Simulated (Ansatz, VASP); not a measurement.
# BaIn3P3: VASP beside Ansatz

```
CELL_PARAMETERS angstrom
6.03615 0.00000 0.00000
0.00000 6.03615 0.00000
0.00000 0.00000 6.03615
ATOMIC_POSITIONS crystal
Ba 0.50000 0.50000 0.50000
In 0.50000 0.50000 0.00000
In 0.00000 0.50000 0.50000
In 0.50000 0.00000 0.50000
P 0.50000 0.00000 0.00000
P 0.00000 0.50000 0.00000
P 0.00000 0.00000 0.50000
```

Change from the starting cell: species swapped into the La3GaBr3 type (Pm-3m, No. 221).

Alike in both runs: task relaxation of cell and atoms; functional PBE; k mesh 6 × 6 × 6; occupations gaussian, width 0.1 eV; no spin polarisation.

```csv
,VASP,Ansatz
version,VASP 6.6.1,Ansatz 0.2.0
potentials or method,"VASP PAW PBE potentials, release 64 (Ba_sv, In_d, P), cutoff 600 eV","scalar-relativistic, plane waves, PAW"
valence electrons in the cell,64,64
```

Ansatz gave:

```
gap on the k mesh at the Fermi level, each at its own relaxed structure (eV)  : none
relaxed volume (Å³/atom)                                                      : 31.70
relaxed length of the cell vector where the two differ most in proportion (Å) : 6.054
```

Problem. What did VASP give for the same quantities?

Solution. gap on the k mesh at the Fermi level, each at its own relaxed structure (eV): none; relaxed volume (Å³/atom): 31.95; relaxed length of the cell vector where the two differ most in proportion (Å): 6.070.

A gap of «none» marks a metal or a gap that the smearing closes.

Spin-orbit coupling is off throughout.
